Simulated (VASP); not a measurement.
Runs of VASP 6.6.1 on In. The structure is that of space group Pmmm (No. 47), or close to it. The cells are those of the table. 

```tsv
task	cell	k mesh	cutoff (eV)	gap on the mesh (eV)	pressure (GPa)	largest force (eV/Å)
single point	a = 3.062, b = 4.749, c = 6.893 Å, 3 atoms	16 × 10 × 8	520	none	0.0	-
relaxation of cell and atoms	relaxed from a = 3.011, b = 5.064, c = 6.140 Å, 3 atoms	6 × 4 × 4	600	none	0.0	0.03
single point	a = 3.093, b = 5.172, c = 6.383 Å, 3 atoms	6 × 4 × 4	520	none	-0.1	0.02
single point	a = 3.011, b = 5.064, c = 6.140 Å, 3 atoms	6 × 4 × 4	520	none	3.0	(a)
```

Alike in all rows: level PBE; potentials or basis VASP PAW PBE potentials, release 64 (In_d); no spin polarisation; smearing gaussian 0.1 eV.

Task: Estimate the missing entries.

Result: (a) 0.43.

Caveats: spin-orbit coupling is left out, which moves the levels of the heavy elements.

A k mesh can miss the band edges, and the runs leave out spin-orbit coupling on In.

A gap of «none» marks levels without a gap at the run's occupations.
